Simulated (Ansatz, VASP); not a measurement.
ZnS: VASP beside Ansatz

```xyz
2
Lattice="0.0000 2.6953 2.6953 2.6953 0.0000 2.6953 2.6953 2.6953 0.0000" Properties=species:S:1:pos:R:3 pbc="T T T"
Zn    0.0000    0.0000    0.0000
S     4.0429    4.0429    4.0429
```

Alike in both runs: functional r2SCAN; k mesh 8 × 8 × 8; no spin polarisation.

Ansatz relaxed the structure, and its values are those at the end. VASP's run is a single point on that final structure, the one shown.

|  | VASP | Ansatz |
| --- | --- | --- |
| version | VASP 6.6.1 | Ansatz 0.2.0 |
| potentials or method | VASP PAW PBE potentials, release 64 (Zn, S), cutoff 520 eV | scalar-relativistic, plane waves, PAW |
| occupations | gaussian, width 0.01 eV | fixed |
| valence electrons in the cell | 18 | 18 |

```csv
,VASP,Ansatz,Ansatz less VASP
gap on the k mesh at the Fermi level (eV),2.71,2.70,-0.013
least direct gap on the mesh (eV),2.71,2.70,-0.013
pressure (GPa),0.0,0.0,+0.02
```

VASP's potentials were made for PBE, not for r2SCAN.
